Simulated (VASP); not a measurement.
# Sb (P-1) in VASP: a series of runs

The runs below take Sb through single point, with PBE, HSE06, PBE0.

All numbers are computed with VASP 6.6.1; they aren't measurements. Logs are shortened: lines on timing, memory, paths and dates and some standing lists are left out, and cuts for length are marked.

## Step 1: The cell of the first run

The typed cell holds 1 atom: a = 3.562 Å, b = 3.532 Å, c = 3.593 Å, α = 127.30°, β = 128.00°, γ = 77.19°.

## Step 2: Single point, PBE

Input file INCAR:

```
ALGO     = Normal         # electronic algorithm
EDIFF    = 1E-6           # SCF threshold, eV
ENCUT    = 520            # plane-wave cutoff, eV
GGA      = PE             # functional
ISIF     = 2              # what is computed and relaxed
ISMEAR   = -1             # smearing method
LASPH    = T              # aspherical terms in the spheres
LCHARG   = F              # write CHGCAR
LREAL    = F              # projectors in reciprocal space
LWAVE    = F              # write WAVECAR
NBANDS   = 8              # bands
NELM     = 100            # most SCF steps
PREC     = Accurate       # precision mode
SIGMA    = 0.05           # smearing width, eV
```

Input file KPOINTS:

```
k-points
0
Gamma
  10 10 12
```

Input file POSCAR:

```
Sb
1.0
   -1.5948718800      1.5512544700      2.7822200442
    1.5472171300     -1.5649253900      2.7620689854
    1.6154168300      1.5854703400     -2.7903263514
Sb
1
Direct
    0.0000000000      0.0000000000      0.0000000000
```

Potentials or basis: VASP PAW PBE potentials, release 64 (Sb).

Launch:

```sh
cat potpaw_PBE.64/Sb/POTCAR > POTCAR
mpirun -np 1 vasp_std > vasp.out
```

OUTCAR:

```text
EDIFF = 1E-6
   ENCUT = 520
   GGA = PE
   ISIF = 2
   ISMEAR = -1
   LASPH = T
   LREAL = F
   NELM = 100
   PREC = Accurate

 ion  position               nearest neighbor table
   1  0.000  0.000  0.000-

  LATTYP: Found a triclinic cell.
 ALAT       =     3.1628269220
 B/A-ratio  =     1.7980668701
 C/A-ratio  =     2.0333724074
 COS(alpha) =     0.0014026631
 COS(beta)  =     0.5069192203
 COS(gamma) =     0.8292808513

  Lattice vectors:

 A1 = (  -3.1626339600,  -0.0205449500,   0.0282573660)
 A2 = (  -4.7303960400,  -1.5923443700,  -2.7257053122)
 A3 = (  -3.2102887100,  -0.0342158700,   5.5725463956)

Analysis of symmetry for initial positions (statically):
=====================================================================
 Subroutine PRICEL returns:
 Original cell was already a primitive cell.

 Routine SETGRP: Setting up the symmetry group for a
 triclinic supercell.

 Subroutine GETGRP returns: Found  2 space group operations
 (whereof  2 operations were pure point group operations)
 out of a pool of  2 trial point group operations.

The static configuration has the point symmetry S_2 .

Analysis of symmetry for dynamics (positions and initial velocities):
=====================================================================
 Subroutine PRICEL returns:
 Original cell was already a primitive cell.

 Routine SETGRP: Setting up the symmetry group for a
 triclinic supercell.

 Subroutine GETGRP returns: Found  2 space group operations
 (whereof  2 operations were pure point group operations)
 out of a pool of  2 trial point group operations.

The dynamic configuration has the point symmetry S_2 .

 Subroutine INISYM returns: Found  2 space group operations
 (whereof  2 operations are pure point group operations),
 and found     1 'primitive' translations

----------------------------------------------------------------------------------------

                                     Primitive cell

  volume of cell :      27.4971

  direct lattice vectors                    reciprocal lattice vectors
    -1.594871880  1.551254470  2.782220044    -0.000455535  0.319274999  0.181149119
     1.547217130 -1.564925390  2.762068985     0.317838488 -0.001608608  0.183093723
     1.615416830  1.585470340 -2.790326351     0.314165556  0.316755140  0.003481387

  length of vectors
     3.562408612  3.531557362  3.592938753     0.367085461  0.366806766  0.446145643
[... 79 lines left out ...]
   EDIFF  = 0.1E-05   stopping-criterion for ELM
   LREAL  =      F    real-space projection
   EDIFFG = 0.1E-04   stopping-criterion for IOM
   NSW    =      0    number of steps for IOM
   IBRION =     -1    ionic relax: 0-MD 1-quasi-New 2-CG
   NFREE  =      0    steps in history (QN), initial steepest desc. (CG)
   ISIF   =      2    stress and relaxation
   ISYM   =      2    0-nonsym 1-usesym 2-fastsym
   POTIM  = 0.5000    time-step for ionic-motion
   TEBEG  =    0.0;   TEEND  =   0.0 temperature during run
   PSTRESS=    0.0 pullay stress
   NELECT =       5.0000    total number of electrons
   NUPDOWN=      -1.0000    fix difference up-down
   EMIN   =  10.00;   EMAX   =-10.00  energy-range for DOS
   EFERMI =   0.00;   METHOD = LEGACY
   ISMEAR =    -1;   SIGMA  =   0.05  broadening in eV -4-tet -1-fermi 0-gaus
   EFERMI_NEDOS =   21; number of points for ismear=-14 and -15
   IALGO  =     38    algorithm
   IMIX   =      4    mixing-type and parameters
     AMIX     =   0.40;   BMIX     =  1.00
     AMIX_MAG =   1.60;   BMIX_MAG =  1.00
  volume/ion in A,a.u.               =      27.50       185.56
  Fermi-wavevector in a.u.,A,eV,Ry     =   0.927476  1.752675 11.703886  0.860211
  Thomas-Fermi vector in A             =   2.053550
   LORBIT       =      0    0 simple, 1 ext, 2 COOP (PROOUT), +10 PAW based schemes
   GGA     = PE    functional components
   LHFCALC =     F    Hartree Fock is set to
   AEXX    =    0.0000 exact exchange contribution
   IVDW    =     0    specifies the selected vdW correction
   LEPSILON=     F    determine dielectric tensor
   LRPA    =     F    only Hartree local field effects (RPA)
 non-spin polarized calculation
  energy-cutoff  :      520.00
  volume of cell :       27.50
 maximum number of plane-waves:       754
   NGX = 13   NGY = 13   NGZ = 13

 number of electron       5.0000000 magnetization

 Free energy of the ion-electron system (eV)
  ---------------------------------------------------
  ext. energy  EPLUGINS =         0.00000000
  ---------------------------------------------------
  free energy    TOTEN  =        -3.84510754 eV

  energy without entropy =       -3.83950968  energy(sigma->0) =       -3.84230861

 E-fermi :   8.2447     XC(G=0): -10.1254

 val. band max:        8.2415610593   @ k =   0.2000   0.3000   0.5000
 cond. band min:       8.2478971025   @ k =   0.5000  -0.2000   0.3333
 fundamental gap:      0.0063360432
 Fermi energy:         8.2447035702

 k-point     1 :       0.0000    0.0000    0.0000
  band No.  band energies     occupation
      1      -4.5465      2.00000
      2      12.5397      0.00000
      3      13.4825      0.00000
      4      13.7120      0.00000
      5      17.4876      0.00000
      6      18.3069      0.00000
      7      18.9581      0.00000
      8      19.0037      0.00000
[... 243 lines left out ...]
 k-point    24 :      -0.3000    0.2000   -0.0000
  band No.  band energies     occupation
      1      -2.5390      2.00000
      2       7.8585      1.99912
      3       9.9433      0.00000
      4      10.6813      0.00000
      5      14.8253      0.00000
      6      16.2329      0.00000
      7      17.8979      0.00000
      8      21.0050      0.00000

 [... further k-points ...]

------------------------ aborting loop because EDIFF is reached ----------------------------------------

  FORCE on cell =-STRESS in cart. coord.  units (eV):
  Direction    XX          YY          ZZ          XY          YZ          ZX
  --------------------------------------------------------------------------------------
  -------------------------------------------------------------------------------------
  Total        0.1167203      0.3109580     -0.0307939      0.1396538     -0.0748045     -0.0302703
  in kB        6.8009606     18.1186418     -1.7942729      8.1372281     -4.3586429     -1.7637665
  external PRESSURE =       7.7084432 kB  Pullay stress =       0.0000000 kB

 VOLUME and BASIS-vectors are now :
 -----------------------------------------------------------------------------
  energy-cutoff  :      520.00
  volume of cell :       27.50
      direct lattice vectors                 reciprocal lattice vectors
    -1.594871880  1.551254470  2.782220044    -0.000455535  0.319274999  0.181149119
     1.547217130 -1.564925390  2.762068985     0.317838488 -0.001608608  0.183093723
     1.615416830  1.585470340 -2.790326351     0.314165556  0.316755140  0.003481387

 POSITION                                       TOTAL-FORCE (eV/Angst)
 -----------------------------------------------------------------------------------
      0.00000      0.00000      0.00000        -0.000000     -0.000000      0.000000
 -----------------------------------------------------------------------------------
    total drift:                                0.000000     -0.000000     -0.000000

  FREE ENERGIE OF THE ION-ELECTRON SYSTEM (eV)
  ---------------------------------------------------
  free  energy   TOTEN  =        -3.8451075351 eV

  energy  without entropy=       -3.8395096833  energy(sigma->0) =       -3.84230861
```

OSZICAR:

```text
N       E                     dE             d eps       ncg     rms          rms(c)
DAV:   1     0.517873505586E+01    0.51787E+01   -0.16405E+03  9696   0.407E+02
DAV:   2    -0.375058331436E+01   -0.89293E+01   -0.85896E+01 13728   0.523E+01
DAV:   3    -0.385011613188E+01   -0.99533E-01   -0.99053E-01 11888   0.617E+00
DAV:   4    -0.385040148181E+01   -0.28535E-03   -0.28535E-03 14704   0.399E-01
DAV:   5    -0.385040197607E+01   -0.49427E-06   -0.49359E-06 12440   0.111E-02    0.173E+00
DAV:   6    -0.384685506924E+01    0.35469E-02   -0.23690E-03 11680   0.247E-01    0.992E-01
DAV:   7    -0.384509190832E+01    0.17632E-02   -0.49054E-03 11568   0.359E-01    0.548E-02
DAV:   8    -0.384510686333E+01   -0.14955E-04   -0.11100E-04 12992   0.755E-02    0.949E-03
DAV:   9    -0.384510753511E+01   -0.67179E-06   -0.16415E-06 14088   0.943E-03
   1 F= -.38451075E+01 E0= -.38423086E+01  d E =-.559785E-02
```

stdout:

```text
POSCAR found type information on POSCAR Sb
 POSCAR found :  1 types and       1 ions
 scaLAPACK will be used
 LDA part: xc-table for (Slater+PW92), standard interpolation
 POSCAR, INCAR and KPOINTS ok, starting setup
 FFT: planning ... GRIDC
 FFT: planning ... GRID_SOFT
 FFT: planning ... GRID
 WAVECAR not read
 entering main loop
```

Wall time 2.8 min (1 thread of Intel Xeon 8259CL, shared host); peak memory 0.26 GiB.

Results:

```yaml
Free_energy: -3.8451 eV
Pressure: 0.8 GPa
Band_gap_on_the_k_mesh: zero (an odd number of electrons rules out a gap without spin polarisation)
```

Levels at points of the mesh, in eV from the Fermi level:
| k point | band 1 | band 2 | band 3 | band 4 | band 5 | band 6 | band 7 | band 8 |
| --- | --- | --- | --- | --- | --- | --- | --- | --- |
| (0.00, 0.00, 0.00) | -12.79 | 4.29 | 5.24 | 5.47 | 9.24 | 10.06 | 10.71 | 10.76 |
| (0.50, 0.00, 0.00) | -8.99 | -5.65 | 1.50 | 5.36 | 5.82 | 10.09 | 10.58 | 10.91 |
| (0.00, 0.50, 0.00) | -9.02 | -5.64 | 1.33 | 5.47 | 5.64 | 10.20 | 10.68 | 11.00 |
| (0.50, 0.50, 0.00) | -6.49 | -4.16 | -1.21 | 0.58 | 3.35 | 4.35 | 15.26 | 15.31 |
| (0.00, 0.00, 0.50) | -6.62 | -4.30 | -1.06 | 0.78 | 3.50 | 4.49 | 14.95 | 15.17 |
| (0.50, 0.00, 0.50) | -9.20 | -5.69 | 1.72 | 5.64 | 6.03 | 10.41 | 10.74 | 11.03 |
| (0.00, 0.50, 0.50) | -9.04 | -5.67 | 1.60 | 5.43 | 5.93 | 10.26 | 10.57 | 10.81 |
| (0.50, 0.50, 0.50) | -9.41 | -5.58 | 2.19 | 2.43 | 6.00 | 6.35 | 17.95 | 18.04 |

Caveat: spin-orbit coupling is left out, which moves the levels of the heavy elements.

## Step 3: Single point, HSE06

This run uses another cell than the first one, of 26.96 Å³/atom.

Input file POSCAR:

```
Sb
1.0
   -1.5948718800      1.5512544700      2.7276667100
    1.5472171300     -1.5649253900      2.7079107700
    1.6154168300      1.5854703400     -2.7356140700
Sb
1
Direct
    0.0000000000      0.0000000000      0.0000000000
```

Input file INCAR.step1:

```
SYSTEM = Sb
ALGO = Normal
EDIFF = 1E-5
ENCUT = 520
GGA = PE
ISIF = 2
ISMEAR = -1
LASPH = .TRUE.
LCHARG = .FALSE.
LREAL = .FALSE.
LWAVE = .TRUE.
NBANDS = 8
NELM = 100
PREC = Accurate
SIGMA = 0.05
```

Input file INCAR.step2:

```
SYSTEM = Sb
ALGO = Normal
EDIFF = 1E-6
ENCUT = 520
GGA = PE
HFSCREEN = 0.2079
ISIF = 2
ISMEAR = -1
ISTART = 1
LASPH = .TRUE.
LCHARG = .FALSE.
LHFCALC = .TRUE.
LREAL = .FALSE.
LWAVE = .FALSE.
NBANDS = 8
NELM = 100
PREC = Accurate
PRECFOCK = Normal
SIGMA = 0.05
```

Input file KPOINTS:

```
k-points
0
G
  6 6 7
  0 0 0
```

Potentials or basis: VASP PAW PBE potentials, release 64 (Sb).

Launch:

```sh
cat potpaw_PBE.64/Sb/POTCAR > POTCAR
cp INCAR.step1 INCAR
mpirun -np 1 vasp_std > vasp.out
cp INCAR.step2 INCAR
mpirun -np 1 vasp_std > vasp.out
```

Run time: 73 min. Hardware: 1 thread of Intel Xeon Platinum 8375C at 2.90GHz (Ice Lake), shared host; peak memory 0.28 GiB.

It converged, with:

```
Free energy            : -4.7318 eV
Pressure               : -1.5 GPa
Band gap on the k mesh : zero (an odd number of electrons rules out a gap without spin polarisation)
```

Stress tensor (GPa, compression positive):
```
-3.09  2.47  0.27
 2.47 -0.94 -0.06
 0.27 -0.06 -0.58
```

Levels at points of the mesh, in eV from the Fermi level:
```csv
k point,band 1,band 2,band 3,band 4,band 5,band 6,band 7,band 8
"(0.00, 0.00, 0.00)",-14.46,5.22,6.01,6.24,9.90,11.24,11.35,11.59
"(0.50, 0.00, 0.00)",-10.07,-6.61,1.97,5.95,6.52,10.66,11.33,11.49
"(0.00, 0.50, 0.00)",-10.10,-6.60,1.79,6.06,6.33,10.78,11.43,11.58
"(0.50, 0.50, 0.00)",-7.21,-4.96,-1.36,0.67,3.71,4.65,16.42,16.90
```

Caveat: the k points lie up to 0.39 Å⁻¹ apart, too coarse for converged energies and pressures of a metal; the PAW data sets were made with another functional, which shifts forces and pressure a little; spin-orbit coupling is left out, which moves the levels of the heavy elements.

## Step 4: Single point, PBE0

This run uses another cell than the first one, of 26.96 Å³/atom.

POSCAR is that of step 3.

Input file INCAR.step1:

```
PREC     = Accurate       # precision mode
ENCUT    = 520            # plane-wave cutoff, eV
EDIFF    = 1E-5           # SCF threshold, eV
ISMEAR   = -1             # smearing method
SIGMA    = 0.05           # smearing width, eV
LREAL    = False          # projectors in reciprocal space
LASPH    = True           # aspherical terms in the spheres
NELM     = 60             # most SCF steps
ALGO     = Normal         # electronic algorithm
ISIF     = 2              # what is computed and relaxed
LWAVE    = True           # write WAVECAR
NBANDS   = 8              # bands
GGA      = PE             # functional
```

Input file INCAR.step2:

```
PREC     = Accurate       # precision mode
ENCUT    = 520            # plane-wave cutoff, eV
EDIFF    = 1E-7           # SCF threshold, eV
ISMEAR   = -1             # smearing method
SIGMA    = 0.05           # smearing width, eV
LREAL    = False          # projectors in reciprocal space
LASPH    = True           # aspherical terms in the spheres
NELM     = 60             # most SCF steps
ALGO     = Normal         # electronic algorithm
ISIF     = 2              # what is computed and relaxed
LWAVE    = False          # write WAVECAR
LCHARG   = True           # write CHGCAR
GGA      = PE             # functional
LHFCALC  = True           # exact exchange
AEXX     = 0.25           # exact-exchange fraction
PRECFOCK = Normal       
LELF     = True           # ELF
LVHAR    = True         
NBANDS   = 8              # bands
ISTART   = 1
```

Input file KPOINTS:

```
Automatic mesh
0
Gamma
  5 5 6
```

Potentials or basis: VASP PAW PBE potentials, release 64 (Sb).

Launch:

```sh
cat potpaw_PBE.64/Sb/POTCAR > POTCAR
cp INCAR.step1 INCAR
mpirun -np 1 vasp_std > vasp.out
cp INCAR.step2 INCAR
mpirun -np 1 vasp_std > vasp.out
```

OUTCAR:

```text
PREC = Accurate
   ENCUT = 520
   EDIFF = 1E-7
   ISMEAR = -1
   LREAL = False
   LASPH = True
   NELM = 60
   ISIF = 2
   GGA = PE
   LHFCALC = True
   AEXX = 0.25
   PRECFOCK = Normal
   ISTART = 1

 ion  position               nearest neighbor table
   1  0.000  0.000  0.000-

  LATTYP: Found a triclinic cell.
 ALAT       =     3.1368021597
[... 457 lines left out ...]
      4      11.2617      0.00000
      5      15.9663      0.00000
      6      17.6294      0.00000
      7      22.5317      0.00000
      8      23.6679      0.00000

 [... further k-points ...]

------------------------ aborting loop because EDIFF is reached ----------------------------------------

  FORCE on cell =-STRESS in cart. coord.  units (eV):
  Direction    XX          YY          ZZ          XY          YZ          ZX
  --------------------------------------------------------------------------------------
  -------------------------------------------------------------------------------------
  Total       -0.6886014     -0.4025372      0.3972398     -0.0771547     -0.0213309      0.0728433
  in kB      -40.9253020    -23.9237942     23.6089524     -4.5854980     -1.2677495      4.3292608
  external PRESSURE =     -13.7467146 kB  Pullay stress =       0.0000000 kB

 VOLUME and BASIS-vectors are now :
 -----------------------------------------------------------------------------
  energy-cutoff  :      520.00
  volume of cell :       26.96
      direct lattice vectors                 reciprocal lattice vectors
    -1.594871880  1.551254470  2.727666710    -0.000455535  0.319274999  0.184772102
     1.547217130 -1.564925390  2.707910770     0.317838488 -0.001608608  0.186755598
     1.615416830  1.585470340 -2.735614070     0.314165556  0.316755140  0.003551015

 POSITION                                       TOTAL-FORCE (eV/Angst)
 -----------------------------------------------------------------------------------
      0.00000      0.00000      0.00000         0.000000      0.000000      0.000000
 -----------------------------------------------------------------------------------
    total drift:                               -0.000000     -0.000000      0.000000

  FREE ENERGIE OF THE ION-ELECTRON SYSTEM (eV)
  ---------------------------------------------------
  free  energy   TOTEN  =        -5.3124274096 eV

  energy  without entropy=       -5.3114667190  energy(sigma->0) =       -5.31194706
```

Run time: 86 min. Hardware: 1 thread of Intel Xeon 8259CL, shared host; peak memory 0.18 GiB.

What came out:

| Property | Result |
| --- | --- |
| Free energy | -5.3124 eV |
| Pressure | -1.4 GPa |
| Band gap on the k mesh | zero (an odd number of electrons rules out a gap without spin polarisation) |

Caveat: the k points lie up to 0.46 Å⁻¹ apart, too coarse for converged energies and pressures of a metal; the PAW data sets were made with another functional, which shifts forces and pressure a little; spin-orbit coupling is left out, which moves the levels of the heavy elements.

## Step 5: Overview

| level | cell | k mesh | grid for exact exchange (PRECFOCK) | share of exact exchange | screening parameter | gap on the mesh (eV) | pressure (GPa) |
| --- | --- | --- | --- | --- | --- | --- | --- |
| PBE | a = 3.562, b = 3.532, c = 3.593 Å, angles 127.3, 128.0, 77.2°, 1 atom | 10 × 10 × 12 | - | - | - | none | 0.8 |
| HSE06 | a = 3.520, b = 3.489, c = 3.551 Å, angles 126.6, 127.3, 78.3°, 1 atom | 6 × 6 × 7 | Normal | 0.25 | 0.2079 1/Å | none | -1.5 |
| PBE0 | a = 3.520, b = 3.489, c = 3.551 Å, angles 126.6, 127.3, 78.3°, 1 atom | 5 × 5 × 6 | Normal | 0.25 | - | none | -1.4 |

Alike in all rows: task single point; potentials or basis VASP PAW PBE potentials, release 64 (Sb); no spin polarisation; cutoff (eV) 520; smearing fermi-dirac 0.05 eV.

Caveats: some runs use coarse meshes; spin-orbit coupling is left out, which moves the levels of the heavy elements; the PAW data sets were made with another functional, which shifts forces and pressure a little (at least some runs).

Total energies depend on the potentials used, so only differences within one code and one set of settings carry meaning.

The gap in the log of VASP goes by the Fermi energy; the results here count the filled bands.